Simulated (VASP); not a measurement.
Write the native input for VASP 6.6.1 that does the following.

| Quantity | Value |
| --- | --- |
| Task | single point |
| Functional | LDA |
| Potentials or basis | VASP PAW LDA potentials, release 64 (In_d) |
| Cutoff | 520 eV |
| k mesh | 17 × 17 × 9 |
| Occupations | fermi-dirac, width 0.05 eV |
| Spin | no spin polarisation |
| Dipole correction | no |
| Further INCAR settings | ALGO = Normal; EDIFF = 1e-07; NBANDS = 20 |

The structure of In lies in POSCAR:

```
In
1.0
    2.5950076947      0.0000000000      0.0000000000
   -1.2975038474      2.2473425866      0.0000000000
    0.0000000000      0.0000000000      4.2973432660
In
2
Direct
    0.3333333333      0.6666666667      0.2500000000
    0.6666666667      0.3333333333      0.7500000000
```

This isn't the form of In at room conditions, which is tetragonal.

These files were run (other wordings do the same):

INCAR

```
SYSTEM = In
  ALGO = Normal
  EDIFF = 1E-7
  ENCUT = 520
  ISIF = 2
  ISMEAR = -1
  LASPH = .True.
  LCHARG = .False.
  LREAL = .False.
  LWAVE = .False.
  NBANDS = 20
  NELM = 60
  PREC = Accurate
  SIGMA = 0.05
```

KPOINTS

```
k-points
0
Gamma
  17 17 9
  0 0 0
```

Potentials or basis: VASP PAW LDA potentials, release 64 (In_d).

Run with:

```bash
$ cat potpaw_LDA.64/In_d/POTCAR > POTCAR
$ mpirun -np 1 vasp_std > vasp.out
```

Results of the run:

```yaml
Pressure: 192.1 GPa
Band_gap_on_the_k_mesh: zero (bands 13 and 14 overlap by 7.98 eV)
```

Caveat: the cell stands under pressure; spin-orbit coupling is left out, which moves the levels of the heavy elements.

Wall time 28 s on 1 thread of Intel(R) Xeon(R) 6975P-C (Granite Rapids) (shared host), peak memory 0.17 GiB.
